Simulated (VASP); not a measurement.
A run of VASP 6.6.1:

The input INCAR:

```
SYSTEM = TiAl
  PREC = Accurate
  ENCUT = 520
  EDIFF = 1E-6
  ISMEAR = 0
  SIGMA = 0.1
  LREAL = .FALSE.
  LASPH = .TRUE.
  NELM = 60
  ALGO = Fast
  ISIF = 2
  LWAVE = .FALSE.
  LCHARG = .FALSE.
  GGA = PE
  NBANDS = 14
```

KPOINTS

```
regular mesh
0
G
  24 24 10
  0 0 0
```

POSCAR

```
TiAl
1.0
    2.8022468279      0.0000000000      0.0000000000
   -1.4011234139      2.4268169407      0.0000000000
    0.0000000000      0.0000000000      5.3549684953
Ti Al
1 1
Direct
    0.0000000000      0.0000000000      0.0000000000
    0.0000000000      0.0000000000      0.5000000000
```

Potentials or basis: VASP PAW PBE potentials, release 64 (Ti_sv, Al).

Command:

```sh
$ cat potpaw_PBE.64/Ti_sv/POTCAR potpaw_PBE.64/Al/POTCAR > POTCAR
$ mpirun -np 1 vasp_std > vasp.out
```

Hardware: 1 thread of Intel Xeon 8259CL (shared host).

Task: How long does it take, and how much memory?

Result: Wall time 6.6 min on 1 thread of Intel Xeon 8259CL, with other jobs on the host, peak memory 0.31 GiB. Counts: scf iterations 26, k points 366.
